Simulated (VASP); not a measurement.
# Al18Si in VASP: a series of runs

Runs on Al18Si. Level: PBE. Tasks: single point.

Program: VASP 6.6.1. These are calculated values, not measurements. Logs are shortened: lines on timing, memory, paths and dates and some standing lists are left out, and cuts for length are marked.

## (1) The cell of the first run

The cell holds a slab with vacuum, 19 atoms: a = 5.728 Å, b = 8.591 Å, c = 16.677 Å, α = 90.00°, β = 90.00°, γ = 60.00°.

## (2) Single point, PBE

File INCAR:

```
PREC = Accurate
ENCUT = 520
EDIFF = 1E-6
ISMEAR = 0
SIGMA = 0.15
LREAL = Auto
LASPH = True
NELM = 60
ALGO = Normal
ISIF = 2
LWAVE = False
LCHARG = False
GGA = PE
NBANDS = 44
```

File KPOINTS:

```
regular mesh
0
Gamma
  3 2 1
```

File POSCAR:

```
Al18Si
1.0
    5.7275650000      0.0000000000      0.0000000000
    4.2956740000      7.4403250000      0.0000000000
    0.0000000000      0.0000000000     16.6765370000
Al Si
18 1
Direct
    0.1666667000      0.1111111000      0.0599645000
    0.6666667000      0.1111111000      0.0599645000
    0.1666667000      0.4444444000      0.0599645000
    0.6666667000      0.4444444000      0.0599645000
    0.1666667000      0.7777778000      0.0599645000
    0.6666667000      0.7777778000      0.0599645000
   -0.1650146413      0.2194264262      0.2003445297
    0.3340553070      0.2216202181      0.2002455350
   -0.1668026751      0.5551713629      0.1989926626
    0.3375131079      0.5516638120      0.2003550897
   -0.1701424411      0.8901053851      0.1997061647
    0.3367470669      0.8872361338      0.1996063115
   -0.0027400630      0.0002713498      0.3435133817
    0.5017953838      0.0013328566      0.3435161002
    0.0204676033      0.3080356185      0.3390972559
    0.5062375522      0.3261765680      0.3451867552
    0.0110334630      0.6744710872      0.3383868676
    0.4739830465      0.6786405207      0.3382716796
    0.8346303139      0.5512144881      0.4403876052
```

Potentials or basis: VASP PAW PBE potentials, release 64 (Al, Si).

Launch:

```
> cat potpaw_PBE.64/Al/POTCAR potpaw_PBE.64/Si/POTCAR > POTCAR
> mpirun -np 1 vasp_std > vasp.out
```

OUTCAR:

```text
PREC = Accurate
   ENCUT = 520
   EDIFF = 1E-6
   ISMEAR = 0
   LREAL = Auto
   LASPH = True
   NELM = 60
   ISIF = 2
   GGA = PE

 ion  position               nearest neighbor table
   1  0.167  0.111  0.060-   7 2.86  12 2.86   3 2.86   5 2.86   6 2.86   4 2.86   2 2.86   2 2.86
                             8 2.86
   2  0.667  0.111  0.060-  11 2.85   7 2.86   8 2.86   6 2.86   4 2.86   5 2.86   3 2.86   1 2.86
                             1 2.86
   3  0.167  0.444  0.060-   9 2.85  10 2.86   1 2.86   2 2.86   4 2.86   4 2.86   6 2.86   5 2.86
                             8 2.87
   4  0.667  0.444  0.060-   9 2.85  10 2.85   2 2.86   1 2.86   3 2.86   3 2.86   5 2.86   6 2.86
                             7 2.88
   5  0.167  0.778  0.060-  12 2.86   1 2.86   2 2.86   6 2.86   6 2.86   4 2.86   3 2.86  11 2.87
                            10 2.88
   6  0.667  0.778  0.060-  12 2.85   9 2.85  11 2.85   2 2.86   1 2.86   5 2.86   5 2.86   3 2.86
                             4 2.86
   7  0.835  0.219  0.200-  15 2.81  11 2.84  10 2.85   2 2.86   8 2.86   1 2.86  12 2.86   8 2.87
                             4 2.88   9 2.88  13 2.89  16 2.91
   8  0.334  0.222  0.200-  15 2.79  11 2.84  10 2.85   7 2.86   2 2.86   1 2.86  12 2.87   9 2.87
                             3 2.87   7 2.87  14 2.90  16 2.92
   9  0.833  0.555  0.199-   4 2.85   3 2.85  12 2.85   6 2.85  10 2.85   8 2.87  11 2.87  10 2.87
[... 4 lines left out ...]
                            12 2.89  14 2.90  10 2.91  13 2.91
  12  0.337  0.887  0.200-  18 2.79  11 2.84   6 2.85   9 2.85   5 2.86   1 2.86   7 2.86   8 2.87
                            10 2.88  11 2.89  14 2.92  13 2.93
  13  0.997  0.000  0.344-  15 2.71  18 2.75  17 2.76  16 2.81  14 2.83   7 2.89  14 2.89  11 2.91
                            12 2.93
  14  0.502  0.001  0.344-  15 2.70  16 2.80  13 2.83  18 2.86  17 2.87  13 2.89   8 2.90  11 2.90
                            12 2.92
  15  0.020  0.308  0.339-  19 2.48  14 2.70  13 2.71   8 2.79   7 2.81  16 2.87  16 2.87   9 2.97
                            17 3.12  18 3.16
  16  0.506  0.326  0.345-  14 2.80  13 2.81  15 2.87  15 2.87   7 2.91   8 2.92  17 2.92  10 2.94
                            18 2.94
  17  0.011  0.674  0.338-  19 2.47  18 2.67  13 2.76  11 2.82  10 2.82  14 2.87  16 2.92   9 2.92
                            18 3.06  15 3.12
  18  0.474  0.679  0.338-  19 2.47  17 2.67  13 2.75  12 2.79  10 2.82  14 2.86   9 2.93  16 2.94
                            17 3.06  15 3.16
  19  0.835  0.551  0.440-  18 2.47  17 2.47  15 2.48

  LATTYP: Found a simple monoclinic cell.
 ALAT       =     5.7275650000
 B/A-ratio  =     2.9116277161
 C/A-ratio  =     1.3228756151
 COS(beta)  =    -0.1889822093

  Lattice vectors:

 A1 = (   5.7275650000,   0.0000000000,   0.0000000000)
 A2 = (   0.0000000000,   0.0000000000, -16.6765370000)
 A3 = (  -1.4318910000,   7.4403250000,   0.0000000000)

Analysis of symmetry for initial positions (statically):
=====================================================================
 Subroutine PRICEL returns:
 Original cell was already a primitive cell.

 Routine SETGRP: Setting up the symmetry group for a
 simple monoclinic supercell.

 Subroutine GETGRP returns: Found  1 space group operations
 (whereof  1 operations were pure point group operations)
 out of a pool of  4 trial point group operations.

The static configuration has the point symmetry C_1 .

Analysis of symmetry for dynamics (positions and initial velocities):
=====================================================================
 Subroutine PRICEL returns:
 Original cell was already a primitive cell.

 Routine SETGRP: Setting up the symmetry group for a
 simple monoclinic supercell.

 Subroutine GETGRP returns: Found  1 space group operations
 (whereof  1 operations were pure point group operations)
 out of a pool of  4 trial point group operations.

The dynamic configuration has the point symmetry C_1 .

 Subroutine INISYM returns: Found  1 space group operations
 (whereof  1 operations are pure point group operations),
 and found     1 'primitive' translations

----------------------------------------------------------------------------------------

                                     Primitive cell

  volume of cell :     710.6697

  direct lattice vectors                    reciprocal lattice vectors
     5.727565000  0.000000000  0.000000000     0.174594265 -0.100802054  0.000000000
     4.295674000  7.440325000  0.000000000     0.000000000  0.134402731  0.000000000
     0.000000000  0.000000000 16.676537000     0.000000000  0.000000000  0.059964488

  length of vectors
     5.727565000  8.591347462 16.676537000     0.201604096  0.134402731  0.059964488

  position of ions in fractional coordinates (direct lattice)
[... 75 lines left out ...]
|        The reciprocal lattice is simple monoclinic,                         |
|        whereas your k-lattice is hexagonal.                                 |
|                                                                             |
|     Results are often still useful ...                                      |
|                                                                             |
 -----------------------------------------------------------------------------

 Subroutine IBZKPT returns following result:
 ===========================================

 Found      4 irreducible k-points:

 Following reciprocal coordinates:
            Coordinates               Weight
  0.000000  0.000000  0.000000      1.000000
  0.333333  0.000000  0.000000      2.000000
  0.000000  0.500000  0.000000      1.000000
  0.333333  0.500000  0.000000      2.000000
   k-points           NKPTS =      4   k-points in BZ     NKDIM =      4   number of bands    NBANDS=     44
   number of dos      NEDOS =    301   number of ions     NIONS =     19
   total plane-waves  NPLWV = 387072
   dimension x,y,z NGX =    48 NGY =   64 NGZ =  126
   dimension x,y,z NGXF=    96 NGYF=  128 NGZF=  252
   ions per type =              18   1
   NGX,Y,Z   is equivalent  to a cutoff of  13.93, 12.38, 12.56 a.u.
   NGXF,Y,Z  is equivalent  to a cutoff of  27.86, 24.77, 25.12 a.u.
 SYSTEM =  unknown system
   PREC   = accura    normal or accurate (medium, high low for compatibility)
   ISTART =      0    job   : 0-new  1-cont  2-samecut
   ICHARG =      2    charge: 1-file 2-atom 10-const
   ISPIN  =      1    spin polarized calculation?
   LNONCOLLINEAR =      F non collinear calculations
   LSORBIT =      F    spin-orbit coupling
   LASPH  =      T    aspherical Exc in radial PAW
   ENCUT  =  520.0 eV  38.22 Ry    6.18 a.u.  10.65 15.97 31.01*2*pi/ulx,y,z
   NELM   =     60;   NELMIN=  2; NELMDL= -5     # of ELM steps
   EDIFF  = 0.1E-05   stopping-criterion for ELM
   LREAL  =      T    real-space projection
   EDIFFG = 0.1E-04   stopping-criterion for IOM
   NSW    =      0    number of steps for IOM
   IBRION =     -1    ionic relax: 0-MD 1-quasi-New 2-CG
   NFREE  =      0    steps in history (QN), initial steepest desc. (CG)
   ISIF   =      2    stress and relaxation
   ISYM   =      2    0-nonsym 1-usesym 2-fastsym
   POTIM  = 0.5000    time-step for ionic-motion
   TEBEG  =    0.0;   TEEND  =   0.0 temperature during run
   PSTRESS=    0.0 pullay stress
   NELECT =      58.0000    total number of electrons
   NUPDOWN=      -1.0000    fix difference up-down
   EMIN   =  10.00;   EMAX   =-10.00  energy-range for DOS
   EFERMI =   0.00;   METHOD = LEGACY
   ISMEAR =     0;   SIGMA  =   0.15  broadening in eV -4-tet -1-fermi 0-gaus
   EFERMI_NEDOS =   21; number of points for ismear=-14 and -15
   IALGO  =     38    algorithm
   IMIX   =      4    mixing-type and parameters
     AMIX     =   0.40;   BMIX     =  1.00
     AMIX_MAG =   1.60;   BMIX_MAG =  1.00
  volume/ion in A,a.u.               =      37.40       252.41
  Fermi-wavevector in a.u.,A,eV,Ry     =   0.710114  1.341921  6.860904  0.504262
  Thomas-Fermi vector in A             =   1.796876
   LORBIT       =      0    0 simple, 1 ext, 2 COOP (PROOUT), +10 PAW based schemes
   GGA     = PE    functional components
   LHFCALC =     F    Hartree Fock is set to
   AEXX    =    0.0000 exact exchange contribution
   IVDW    =     0    specifies the selected vdW correction
   LEPSILON=     F    determine dielectric tensor
   LRPA    =     F    only Hartree local field effects (RPA)
 non-spin polarized calculation
 Gauss-broadening in eV      SIGMA  =   0.15
  energy-cutoff  :      520.00
  volume of cell :      710.67
 maximum number of plane-waves:     19144
 NGX is ok and might be reduce to    42
   NGX = 21   NGY = 31   NGZ = 63

 number of electron      58.0000000 magnetization

 Free energy of the ion-electron system (eV)
  ---------------------------------------------------
  ext. energy  EPLUGINS =         0.00000000
  ---------------------------------------------------
  free energy    TOTEN  =       -68.75512078 eV

  energy without entropy =      -68.66730328  energy(sigma->0) =      -68.71121203

 E-fermi :   1.0184     XC(G=0):  -5.6209

 val. band max:        0.9830279183   @ k =   0.0000   0.0000   0.0000
 cond. band min:       1.1121733517   @ k =   0.3333   0.0000   0.0000
 fundamental gap:      0.1291454334
 Fermi energy:         1.0184159783

 k-point     1 :       0.0000    0.0000    0.0000
  band No.  band energies     occupation
      1      -9.3254      2.00000
      2      -7.9139      2.00000
      3      -6.8104      2.00000
      4      -6.6616      2.00000
      5      -6.1962      2.00000
      6      -5.0926      2.00000
[... 165 lines left out ...]
     40       3.4723      0.00000
     41       3.9675      0.00000
 [bands above 41 left out]

------------------------ aborting loop because EDIFF is reached ----------------------------------------

  FORCE on cell =-STRESS in cart. coord.  units (eV):
  Direction    XX          YY          ZZ          XY          YZ          ZX
  --------------------------------------------------------------------------------------
  -------------------------------------------------------------------------------------
  Total       -3.7221269     -4.3189217     -0.0643347     -0.5481581     -0.0080260      0.0261625
  in kB       -8.3913910     -9.7368416     -0.1450400     -1.2358012     -0.0180943      0.0589824
  external PRESSURE =      -6.0910909 kB  Pullay stress =       0.0000000 kB

 VOLUME and BASIS-vectors are now :
 -----------------------------------------------------------------------------
  energy-cutoff  :      520.00
  volume of cell :      710.67
      direct lattice vectors                 reciprocal lattice vectors
     5.727565000  0.000000000  0.000000000     0.174594265 -0.100802054  0.000000000
     4.295674000  7.440325000  0.000000000     0.000000000  0.134402731  0.000000000
     0.000000000  0.000000000 16.676537000     0.000000000  0.000000000  0.059964488

 POSITION                                       TOTAL-FORCE (eV/Angst)
 -----------------------------------------------------------------------------------
      1.43189      0.82670      1.00000        -0.080255      0.143677     -0.050829
      4.29567      0.82670      1.00000         0.072919      0.003939     -0.065203
      2.86378      3.30681      1.00000        -0.058301      0.021635      0.005031
      5.72757      3.30681      1.00000         0.061719     -0.050788      0.023386
      4.29567      5.78692      1.00000        -0.075852     -0.048238      0.037197
      7.15946      5.78692      1.00000         0.077536     -0.075440      0.030506
[... 11 lines left out ...]
      5.62999      5.04931      5.64120        -0.002899     -0.002166      0.003374
      7.14824      4.10121      7.34414         0.009655     -0.003609     -0.004395
 -----------------------------------------------------------------------------------
    total drift:                                0.002938     -0.007663     -0.011232

  FREE ENERGIE OF THE ION-ELECTRON SYSTEM (eV)
  ---------------------------------------------------
  free  energy   TOTEN  =       -68.7551207844 eV

  energy  without entropy=      -68.6673032780  energy(sigma->0) =      -68.71121203
```

Run time: 5.4 min. Hardware: 1 thread of Intel Xeon Platinum 8259CL at 2.50GHz (Skylake/Cascade Lake), shared host; peak memory 0.73 GiB.

What came out:

```
Free energy            : -68.7551 eV
Largest force          : 0.172 eV/Å
Band gap on the k mesh : zero (bands 29 and 30 overlap by 0.73 eV)
```

Forces on the atoms (eV/Å):
```
Al  -0.080  0.144 -0.051
Al   0.073  0.004 -0.065
Al  -0.058  0.022  0.005
Al   0.062 -0.051  0.023
Al  -0.076 -0.048  0.037
Al   0.078 -0.075  0.031
Al   0.008  0.006  0.009
Al  -0.007  0.010  0.005
Al   0.002 -0.002 -0.004
Al  -0.003 -0.005  0.007
Al   0.002 -0.004  0.017
Al   0.000 -0.003  0.009
Al   0.000  0.006 -0.017
Al  -0.001  0.002 -0.009
Al   0.003 -0.001  0.006
Al  -0.008  0.004  0.001
Al   0.001 -0.002 -0.003
Al  -0.003 -0.002  0.003
Si   0.010 -0.004 -0.004
```

Caveat: the k points lie up to 0.42 Å⁻¹ apart, too coarse for converged energies and pressures of a metal.

(Continued in part 2 of 3.)
